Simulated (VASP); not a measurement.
# Ca (Fm-3m) in VASP: single point with revPBE

Aim: the single point of Ca with revPBE.

All numbers are computed with VASP 6.6.1; they aren't measurements. Logs are shortened: lines on timing, memory, paths and dates and some standing lists are left out, and cuts for length are marked.

## (1) The cell of the first run

Symmetry: Fm-3m, No. 225, cubic system. The conventional cell has a = 5.577 Å, b = 5.577 Å, c = 5.577 Å, α = 90.00°, β = 90.00°, γ = 90.00°. Within 5.2 Å of Ca (site symmetry m-3m) lie 12 Ca at 3.94 Å.

## (2) Single point, revPBE

The input, INCAR:

```
ALGO = Normal
EDIFF = 1E-6
ENCUT = 500
GGA = RE
GGA_COMPAT = F
ISIF = 2
ISMEAR = 1
LASPH = T
LCHARG = T
LELF = T
LREAL = F
LVHAR = T
LWAVE = F
NBANDS = 11
NELM = 120
PREC = Accurate
SIGMA = 0.038
```

The input, KPOINTS:

```
k-points
0
Gamma
  8 8 8
```

The input, POSCAR:

```
Ca
1.0
    0.0000000000      2.7884079385      2.7884079385
    2.7884079385      0.0000000000      2.7884079385
    2.7884079385      2.7884079385      0.0000000000
Ca
1
Direct
    0.0000000000      0.0000000000      0.0000000000
```

Potentials or basis: VASP PAW PBE potentials, release 64 (Ca_sv).

On the command line:

```bash
> cat potpaw_PBE.64/Ca_sv/POTCAR > POTCAR
> mpirun -np 1 vasp_std > vasp.out
```

OUTCAR:

```text
EDIFF = 1E-6
   ENCUT = 500
   GGA = RE
   ISIF = 2
   ISMEAR = 1
   LASPH = T
   LREAL = F
   NELM = 120
   PREC = Accurate

 ion  position               nearest neighbor table
   1  0.000  0.000  0.000-

  LATTYP: Found a face centered cubic cell.
 ALAT       =     5.5768158770

  Lattice vectors:

 A1 = (   0.0000000000,   2.7884079385,   2.7884079385)
 A2 = (   2.7884079385,   0.0000000000,   2.7884079385)
 A3 = (   2.7884079385,   2.7884079385,   0.0000000000)

Analysis of symmetry for initial positions (statically):
=====================================================================
 Subroutine PRICEL returns:
 Original cell was already a primitive cell.

 Routine SETGRP: Setting up the symmetry group for a
 face centered cubic supercell.

 Subroutine GETGRP returns: Found 48 space group operations
 (whereof 48 operations were pure point group operations)
 out of a pool of 48 trial point group operations.

The static configuration has the point symmetry O_h .

Analysis of symmetry for dynamics (positions and initial velocities):
=====================================================================
 Subroutine PRICEL returns:
 Original cell was already a primitive cell.

 Routine SETGRP: Setting up the symmetry group for a
 face centered cubic supercell.

 Subroutine GETGRP returns: Found 48 space group operations
 (whereof 48 operations were pure point group operations)
 out of a pool of 48 trial point group operations.

The dynamic configuration has the point symmetry O_h .

 Subroutine INISYM returns: Found 48 space group operations
 (whereof 48 operations are pure point group operations),
 and found     1 'primitive' translations

----------------------------------------------------------------------------------------

                                     Primitive cell

  volume of cell :      43.3610

  direct lattice vectors                    reciprocal lattice vectors
     0.000000000  2.788407938  2.788407938    -0.179313792  0.179313792  0.179313792
     2.788407938  0.000000000  2.788407938     0.179313792 -0.179313792  0.179313792
     2.788407938  2.788407938  0.000000000     0.179313792  0.179313792 -0.179313792

  length of vectors
     3.943404324  3.943404324  3.943404324     0.310580598  0.310580598  0.310580598

  position of ions in fractional coordinates (direct lattice)
     0.000000000  0.000000000  0.000000000

  ion indices of the primitive-cell ions
   primitive index   ion index
                 1           1

----------------------------------------------------------------------------------------

 KPOINTS: k-points

Automatic generation of k-mesh.
 Grid dimensions read from file:
 generate k-points for:    8    8    8

 Generating k-lattice:

  Cartesian coordinates                     Fractional coordinates (reciprocal lattice)
    -0.022414224  0.022414224  0.022414224     0.125000000  0.000000000  0.000000000
     0.022414224 -0.022414224  0.022414224     0.000000000  0.125000000  0.000000000
     0.022414224  0.022414224 -0.022414224     0.000000000  0.000000000  0.125000000

  Length of vectors
     0.038822575  0.038822575  0.038822575

  Shift w.r.t. Gamma in fractional coordinates (k-lattice)
     0.000000000  0.000000000  0.000000000

 Subroutine IBZKPT returns following result:
 ===========================================

 Found     29 irreducible k-points:

 Following reciprocal coordinates:
            Coordinates               Weight
  0.000000  0.000000  0.000000      1.000000
  0.125000  0.000000  0.000000      8.000000
  0.250000  0.000000  0.000000      8.000000
  0.375000  0.000000  0.000000      8.000000
  0.500000  0.000000  0.000000      4.000000
  0.125000  0.125000  0.000000      6.000000
[... 16 lines left out ...]
  0.500000  0.250000  0.125000     48.000000
 -0.375000  0.250000  0.125000     24.000000
 [... further k-points ...]
   k-points           NKPTS =     29   k-points in BZ     NKDIM =     29   number of bands    NBANDS=     11
   number of dos      NEDOS =    301   number of ions     NIONS =      1
   total plane-waves  NPLWV =  27000
   dimension x,y,z NGX =    30 NGY =   30 NGZ =   30
   dimension x,y,z NGXF=    60 NGYF=   60 NGZF=   60
   ions per type =               1
   NGX,Y,Z   is equivalent  to a cutoff of  12.65, 12.65, 12.65 a.u.
   NGXF,Y,Z  is equivalent  to a cutoff of  25.29, 25.29, 25.29 a.u.
 SYSTEM =  unknown system
   PREC   = accura    normal or accurate (medium, high low for compatibility)
   ISTART =      0    job   : 0-new  1-cont  2-samecut
   ICHARG =      2    charge: 1-file 2-atom 10-const
   ISPIN  =      1    spin polarized calculation?
   LNONCOLLINEAR =      F non collinear calculations
   LSORBIT =      F    spin-orbit coupling
   LASPH  =      T    aspherical Exc in radial PAW
   ENCUT  =  500.0 eV  36.75 Ry    6.06 a.u.   7.19  7.19  7.19*2*pi/ulx,y,z
   NELM   =    120;   NELMIN=  2; NELMDL= -5     # of ELM steps
   EDIFF  = 0.1E-05   stopping-criterion for ELM
   LREAL  =      F    real-space projection
   EDIFFG = 0.1E-04   stopping-criterion for IOM
   NSW    =      0    number of steps for IOM
   IBRION =     -1    ionic relax: 0-MD 1-quasi-New 2-CG
   NFREE  =      0    steps in history (QN), initial steepest desc. (CG)
   ISIF   =      2    stress and relaxation
   ISYM   =      2    0-nonsym 1-usesym 2-fastsym
   POTIM  = 0.5000    time-step for ionic-motion
   TEBEG  =    0.0;   TEEND  =   0.0 temperature during run
   PSTRESS=    0.0 pullay stress
   NELECT =      10.0000    total number of electrons
   NUPDOWN=      -1.0000    fix difference up-down
   EMIN   =  10.00;   EMAX   =-10.00  energy-range for DOS
   EFERMI =   0.00;   METHOD = LEGACY
   ISMEAR =     1;   SIGMA  =   0.04  broadening in eV -4-tet -1-fermi 0-gaus
   EFERMI_NEDOS =   21; number of points for ismear=-14 and -15
   IALGO  =     38    algorithm
   IMIX   =      4    mixing-type and parameters
     AMIX     =   0.40;   BMIX     =  1.00
     AMIX_MAG =   1.60;   BMIX_MAG =  1.00
  volume/ion in A,a.u.               =      43.36       292.61
  Fermi-wavevector in a.u.,A,eV,Ry     =   1.003942  1.897175 13.713299  1.007899
  Thomas-Fermi vector in A             =   2.136526
   LORBIT       =      0    0 simple, 1 ext, 2 COOP (PROOUT), +10 PAW based schemes
   GGA     = RE    functional components
   LHFCALC =     F    Hartree Fock is set to
   AEXX    =    0.0000 exact exchange contribution
   IVDW    =     0    specifies the selected vdW correction
   LEPSILON=     F    determine dielectric tensor
   LRPA    =     F    only Hartree local field effects (RPA)
 non-spin polarized calculation
 Methfessel and Paxton  Order N= 1 SIGMA  =   0.04
  energy-cutoff  :      500.00
  volume of cell :       43.36
 maximum number of plane-waves:      1124
 NGX is ok and might be reduce to    30
   NGX = 15   NGY = 15   NGZ = 15

 number of electron      10.0000000 magnetization

 number of electron       9.9999997 magnetization

 Free energy of the ion-electron system (eV)
  ---------------------------------------------------
  ext. energy  EPLUGINS =         0.00000000
  ---------------------------------------------------
  free energy    TOTEN  =        -1.76215198 eV

  energy without entropy =       -1.76176499  energy(sigma->0) =       -1.76202299

 E-fermi :   1.8490     XC(G=0):  -7.5540

 val. band max:        1.8420009282   @ k =  -0.3750   0.2500   0.1250
 cond. band min:       1.9520769074   @ k =   0.5000   0.1250   0.0000
 fundamental gap:      0.1100759792
 Fermi energy:         1.8489788622

 k-point     1 :       0.0000    0.0000    0.0000
  band No.  band energies     occupation
      1     -40.2229      2.00000
      2     -21.0999      2.00000
      3     -21.0999      2.00000
      4     -21.0999      2.00000
      5      -2.0331      2.00000
      6       4.2843      0.00000
      7       4.2843      0.00000
      8       4.2843      0.00000
      9       5.3191      0.00000
     10       5.3191      0.00000
     11      10.9003      0.00000

 k-point     2 :       0.1250    0.0000    0.0000
  band No.  band energies     occupation
      1     -40.2212      2.00000
      2     -21.1182      2.00000
      3     -21.1025      2.00000
      4     -21.1025      2.00000
      5      -1.7741      2.00000
      6       4.0119      0.00000
      7       4.3717      0.00000
      8       4.3717      0.00000
      9       5.2491      0.00000
     10       5.2491      0.00000
     11      10.9956      0.00000

 k-point     3 :       0.2500    0.0000    0.0000
  band No.  band energies     occupation
      1     -40.2171      2.00000
      2     -21.1620      2.00000
      3     -21.1086      2.00000
      4     -21.1086      2.00000
      5      -1.0359      2.00000
      6       3.3684      0.00000
      7       4.4126      0.00000
      8       4.4126      0.00000
      9       5.3288      0.00000
     10       5.3288      0.00000
     11       9.1649      0.00000

 k-point     4 :       0.3750    0.0000    0.0000
  band No.  band energies     occupation
      1     -40.2130      2.00000
      2     -21.2053      2.00000
      3     -21.1146      2.00000
      4     -21.1146      2.00000
      5       0.0503      2.00000
      6       2.5303     -0.00000
      7       4.2537      0.00000
      8       4.2537      0.00000
      9       5.7392      0.00000
     10       5.7392      0.00000
     11       7.6363      0.00000

 k-point     5 :       0.5000    0.0000    0.0000
  band No.  band energies     occupation
      1     -40.2112      2.00000
      2     -21.2230      2.00000
      3     -21.1171      2.00000
      4     -21.1171      2.00000
      5       0.9878      2.00000
      6       1.7363      2.00023
      7       4.1690      0.00000
      8       4.1690      0.00000
      9       5.9805      0.00000
     10       5.9805      0.00000
     11       7.0443      0.00000
[... 211 lines left out ...]
 k-point    21 :       0.5000    0.5000    0.0000
  band No.  band energies     occupation
      1     -40.2074      2.00000
      2     -21.2161      2.00000
      3     -21.1452      2.00000
      4     -21.1452      2.00000
      5       1.5207      2.00000
      6       2.5583     -0.00000
      7       2.8464      0.00000
      8       5.9723      0.00000
      9       6.1565      0.00000
     10       6.1565      0.00000
     11       7.8325      0.00000

 k-point    22 :       0.3750    0.2500    0.1250
  band No.  band energies     occupation
      1     -40.2140      2.00000
      2     -21.1728      2.00000
      3     -21.1311      2.00000
      4     -21.1163      2.00000
      5      -0.4158      2.00000
      6       3.1652      0.00000
      7       3.9150      0.00000
      8       4.8156      0.00000
      9       4.9482      0.00000
     10       5.8339      0.00000
     11       9.1929      0.00000

 k-point    23 :       0.5000    0.2500    0.1250
  band No.  band energies     occupation
      1     -40.2107      2.00000
      2     -21.1961      2.00000
      3     -21.1448      2.00000
      4     -21.1235      2.00000
      5       0.6121      2.00000
      6       2.6527      0.00000
      7       3.5111      0.00000
      8       4.6608      0.00000
      9       5.4890      0.00000
     10       6.1990      0.00000
     11       7.6181      0.00000

 k-point    24 :      -0.3750    0.2500    0.1250
  band No.  band energies     occupation
      1     -40.2093      2.00000
      2     -21.2062      2.00000
      3     -21.1490      2.00000
      4     -21.1274      2.00000
      5       1.6351      2.00000
      6       1.8420      1.30507
      7       3.4522      0.00000
      8       4.5671      0.00000
      9       5.8252      0.00000
     10       6.3566      0.00000
     11       6.7969      0.00000

 [... further k-points ...]

------------------------ aborting loop because EDIFF is reached ----------------------------------------

  FORCE on cell =-STRESS in cart. coord.  units (eV):
  Direction    XX          YY          ZZ          XY          YZ          ZX
  --------------------------------------------------------------------------------------
  -------------------------------------------------------------------------------------
  Total        0.0407902      0.0407902      0.0407902      0.0000000      0.0000000      0.0000000
  in kB        1.5071872      1.5071872      1.5071872      0.0000000      0.0000000      0.0000000
  external PRESSURE =       1.5071872 kB  Pullay stress =       0.0000000 kB

 VOLUME and BASIS-vectors are now :
 -----------------------------------------------------------------------------
  energy-cutoff  :      500.00
  volume of cell :       43.36
      direct lattice vectors                 reciprocal lattice vectors
     0.000000000  2.788407938  2.788407938    -0.179313792  0.179313792  0.179313792
     2.788407938  0.000000000  2.788407938     0.179313792 -0.179313792  0.179313792
     2.788407938  2.788407938  0.000000000     0.179313792  0.179313792 -0.179313792

 POSITION                                       TOTAL-FORCE (eV/Angst)
 -----------------------------------------------------------------------------------
      0.00000      0.00000      0.00000        -0.000000      0.000000     -0.000000
 -----------------------------------------------------------------------------------
    total drift:                               -0.000000     -0.000000     -0.000000

  FREE ENERGIE OF THE ION-ELECTRON SYSTEM (eV)
  ---------------------------------------------------
  free  energy   TOTEN  =        -1.7621519843 eV

  energy  without entropy=       -1.7617649890  energy(sigma->0) =       -1.76202299
```

Wall time 6.3 s (1 thread of AMD EPYC 9R45 (Zen 5), shared host); peak memory 0.14 GiB.

Results:

```yaml
Free_energy: -1.7622 eV
Pressure: 0.2 GPa
Band_gap_on_the_k_mesh: zero (bands 5 and 6 overlap by 0.42 eV)
```

Levels at points of the mesh, in eV from the Fermi level:
```csv
k point,band 2,band 3,band 4,band 5,band 6,band 7,band 8,band 9
"(0.00, 0.00, 0.00)",-22.95,-22.95,-22.95,-3.88,2.44,2.44,2.44,3.47
"(0.50, 0.00, 0.00)",-23.07,-22.97,-22.97,-0.86,-0.11,2.32,2.32,4.13
"(0.50, 0.50, 0.00)",-23.07,-22.99,-22.99,-0.33,0.71,1.00,4.12,4.31
```

Caveat: the PAW data sets were made with another functional, which shifts forces and pressure a little.
